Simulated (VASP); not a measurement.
Input of a VASP 6.6.1 run:

File INCAR:

```
SYSTEM = LaC
PREC = Accurate
ENCUT = 520
EDIFF = 1E-6
ISMEAR = 0
SIGMA = 0.05
LREAL = .FALSE.
LASPH = .TRUE.
NELM = 100
ALGO = Normal
ISIF = 2
LWAVE = .FALSE.
LCHARG = .TRUE.
GGA = CA
LELF = .TRUE.
LVHAR = .TRUE.
NBANDS = 23
```

The input KPOINTS:

```
Automatic mesh
0
G
  10 10 6
  0 0 0
```

Contents of POSCAR:

```
LaC
1.0
    4.2461522391      0.0000000000      0.0000000000
   -2.1230761195      3.6772757074      0.0000000000
    0.0000000000      0.0000000000      5.8762440037
La C
2 2
Direct
    0.6666666667      0.3333333333      0.0626000000
    0.3333333333      0.6666666667      0.5626000000
    0.6666666667      0.3333333333      0.5626000000
    0.3333333333      0.6666666667      0.0626000000
```

Potentials or basis: VASP PAW LDA potentials, release 64 (La, C).

Command:

```sh
$ cat potpaw_LDA.64/La/POTCAR potpaw_LDA.64/C/POTCAR > POTCAR
$ mpirun -np 1 vasp_std > vasp.out
```

Problem. Estimate the pressure.

Solution. -4.5 GPa.

Problem. Predict the band gap on the k mesh.

Solution. Zero (bands 15 and 16 overlap by 1.77 eV).

Caveat: the cell stands under tension; spin-orbit coupling is left out, which moves the levels of the heavy elements.
